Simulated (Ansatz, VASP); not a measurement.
## One calculation of Si, two programs

```
CELL_PARAMETERS angstrom
2.68201 0.00000 0.00000
-1.34100 2.32269 0.00000
0.00000 0.00000 2.33716
ATOMIC_POSITIONS crystal
Si 0.00000 0.00000 0.00000
```

Alike in both runs: task single point; functional LDA; k mesh 30 × 30 × 26; occupations gaussian, width 0.15 eV; no spin polarisation.

|  | VASP | Ansatz |
| --- | --- | --- |
| version | VASP 6.6.1 | Ansatz 0.2.0 |
| potentials or method | VASP PAW LDA potentials, release 64 (Si), cutoff 520 eV | scalar-relativistic, plane waves, PAW |
| valence electrons in the cell | 4 | 4 |

Ansatz gave:

* gap on the k mesh at the Fermi level (eV): none
* pressure (GPa): 2.1
* traceless stress, the component that is largest in VASP (GPa): 13.38

What did VASP give for the same quantities?

gap on the k mesh at the Fermi level (eV): none; pressure (GPa): 2.2; traceless stress, the component that is largest in VASP (GPa): 13.41.

LDA's correlation is that of Perdew and Zunger in VASP and of Perdew and Wang (1992) in Ansatz. A gap of «none» marks a metal or a gap that the smearing closes.
